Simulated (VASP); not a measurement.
A run of VASP 6.6.1 is set up as follows.

The input INCAR:

```
SYSTEM = Ga3Sb
  PREC = Accurate
  ENCUT = 520
  EDIFF = 1E-7
  ISMEAR = 0
  SIGMA = 0.1
  LREAL = .FALSE.
  LASPH = .TRUE.
  NELM = 80
  ALGO = Normal
  ISIF = 2
  LWAVE = .FALSE.
  LCHARG = .TRUE.
  GGA = PS
  IVDW = 12
  LELF = .TRUE.
  LVHAR = .TRUE.
  NBANDS = 30
```

Contents of KPOINTS:

```
regular mesh
0
G
  6 6 6
  0 0 0
```

File POSCAR:

```
Ga3Sb
1.0
   -2.1587990000      2.1587990000      4.7604840000
    2.1587990000     -2.1587990000      4.7604840000
    2.1587990000      2.1587990000     -4.7604840000
Ga Sb
3 1
Direct
    0.7500000000      0.2500000000      0.5000000000
    0.2500000000      0.7500000000      0.5000000000
    0.5000000000      0.5000000000      0.0000000000
    0.0000000000      0.0000000000      0.0000000000
```

Potentials or basis: VASP PAW PBE potentials, release 64 (Ga_d, Sb).

The run is started by

```console
$ cat potpaw_PBE.64/Ga_d/POTCAR potpaw_PBE.64/Sb/POTCAR > POTCAR
$ mpirun -np 1 vasp_std > vasp.out
```

(1) Predict the band gap on the k mesh.

(2) Estimate the pressure.

(3) Estimate the dispersion energy per atom.

Answers

(1) zero (bands 22 and 23 overlap by 3.85 eV).

(2) -5.7 GPa.

(3) -0.330 eV.

Caveat: the cell stands under tension; the PAW data sets were made with another functional, which shifts forces and pressure a little; spin-orbit coupling is left out, which moves the levels of the heavy elements.
